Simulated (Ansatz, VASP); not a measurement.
## One calculation of Nb, two programs

The input INCAR:

```
  ALGO = Normal
  EDIFF = 1E-8
  ENCUT = 520
  GGA = PS
  ISIF = 2
  ISMEAR = -1
  LASPH = T
  LCHARG = F
  LEFG = T
  LREAL = F
  LWAVE = F
  NBANDS = 12
  NELM = 60
  PREC = Accurate
  SIGMA = 0.08
```

Contents of KPOINTS:

```
k-points
0
Gamma
  13 13 13
```

File POSCAR:

```
Nb
1.0
    0.0000000000      2.1496782947      2.1496782947
    2.1496782947      0.0000000000      2.1496782947
    2.1496782947      2.1496782947      0.0000000000
Nb
1
Direct
    0.0000000000      0.0000000000      0.0000000000
```

Input for Ansatz:

```yaml
crystal:
  lattice:
    - [0.0, 2.1496782947, 2.1496782947]
    - [2.1496782947, 0.0, 2.1496782947]
    - [2.1496782947, 2.1496782947, 0.0]
  atoms:
    - { symbol: Nb, position: [0.0, 0.0, 0.0] }
kpoints:
  mp_grid: { grid: [13, 13, 13] }
scf:
  occupations: { method: fermi_dirac, width: 0.08 }
hamiltonian:
  xc: pbesol
  pseudopotentials: { kind: paw }
output:
  forces: true
  stress: true
  eigenvalues: true
  efg: { contact_densities: true }
```

Change from the starting cell: volume scaled by 1.05, PAW files.

Alike in both runs: task electric field gradients; functional PBEsol; k mesh 13 × 13 × 13; occupations fermi-dirac, width 0.08 eV; no spin polarisation.

|  | VASP | Ansatz |
| --- | --- | --- |
| version | VASP 6.6.1 | Ansatz 0.2.0 |
| potentials or method | VASP PAW PBE potentials, release 64 (Nb_sv) | PAW with Ansatz's default frozen-core files, scalar-relativistic |
| plane-wave cutoff (eV) | 520 | 420 |
| valence electrons in the cell | 13 | 13 |

Ansatz gave:

| Property | Result |
| --- | --- |
| pressure (GPa) | -13.3 |

Q: Estimate VASP's values.

A: Pressure (GPa): -13.6.

VASP's potentials were made for PBE, not for PBEsol. The functional is the same, so the differences come from potentials, cutoffs and numerics.
